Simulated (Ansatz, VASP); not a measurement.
**One calculation of Be3Ag, two programs**

```
Be Ag
1.0
     2.61644    0.00000    0.00000
    -1.30822    2.26590    0.00000
     0.00000    0.00000    7.46881
Be Ag
3 1
Direct
  0.00000 0.00000 0.50000
  0.66667 0.33333 0.27285
  0.66667 0.33333 0.72715
  0.00000 0.00000 0.00000
```

Alike in both runs: functional PBEsol; k mesh 9 × 9 × 4; occupations gaussian, width 0.1 eV; no spin polarisation.

Ansatz relaxed the structure, and its values are those at the end. VASP's run is a single point on that final structure, the one shown.

|  | VASP | Ansatz |
| --- | --- | --- |
| version | VASP 6.6.1 | Ansatz 0.2.0 |
| potentials or method | VASP PAW PBE potentials, release 64 (Be, Ag), cutoff 520 eV | scalar-relativistic, plane waves, PAW |
| valence electrons in the cell | 17 | 25 |

Ansatz gave:

```
gap on the k mesh at the Fermi level (eV) : none
pressure (GPa)                            : 0.0
rms of the force components (eV/Å)        : 0.001
```

Problem. What did VASP give for the same quantities?

Solution. gap on the k mesh at the Fermi level (eV): none; pressure (GPa): -0.1; rms of the force components (eV/Å): 0.005.

VASP's potentials were made for PBE, not for PBEsol. A gap of «none» marks a metal or a gap that the smearing closes. VASP's potentials hold 17 valence electrons a cell and Ansatz's 25, so a difference there can come from the potentials and not from the codes.
